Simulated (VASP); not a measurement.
Wanted: the native input for a VASP 6.6.1 run.

```yaml
Task: single point
Functional: PBE
Potentials_or_basis: VASP PAW PBE potentials, release 64 (Rh_pv)
Cutoff: 520 eV
k_mesh: 13 × 13 × 13
Occupations: fermi-dirac, width 0.05 eV
Spin: no spin polarisation
Dipole_correction: no
Further_INCAR_settings: ALGO = Normal; EDIFF = 1e-06; NBANDS = 22
```

The structure of Rh lies in POSCAR:

```
Rh
1.0
    0.0000000000      2.6412646105      2.6412646105
    2.6412646105      0.0000000000      2.6412646105
    2.6412646105      2.6412646105      0.0000000000
Rh
2
Direct
   -0.1250000000     -0.1250000000     -0.1250000000
    0.1250000000      0.1250000000      0.1250000000
```

This cell differs from its parent crystal: volume scaled by 0.88.

One way to write it, as run:

INCAR

```
PREC = Accurate
ENCUT = 520
EDIFF = 1E-6
ISMEAR = -1
SIGMA = 0.05
LREAL = F
LASPH = T
NELM = 100
ALGO = Normal
ISIF = 2
LWAVE = F
LCHARG = F
GGA = PE
NBANDS = 22
```

KPOINTS

```
regular mesh
0
Gamma
  13 13 13
```

Potentials or basis: VASP PAW PBE potentials, release 64 (Rh_pv).

Command:

```sh
$ cat potpaw_PBE.64/Rh_pv/POTCAR > POTCAR
$ mpirun -np 1 vasp_std > vasp.out
```

It gave:

```
Pressure               : 23.2 GPa
Band gap on the k mesh : zero (band 15 reaches 8.84 eV, above the bottom of band 16 at 7.46 eV)
```

It took 28 s on 1 thread of Intel(R) Xeon(R) 6975P-C (Granite Rapids) (shared host), peak memory 0.18 GiB.
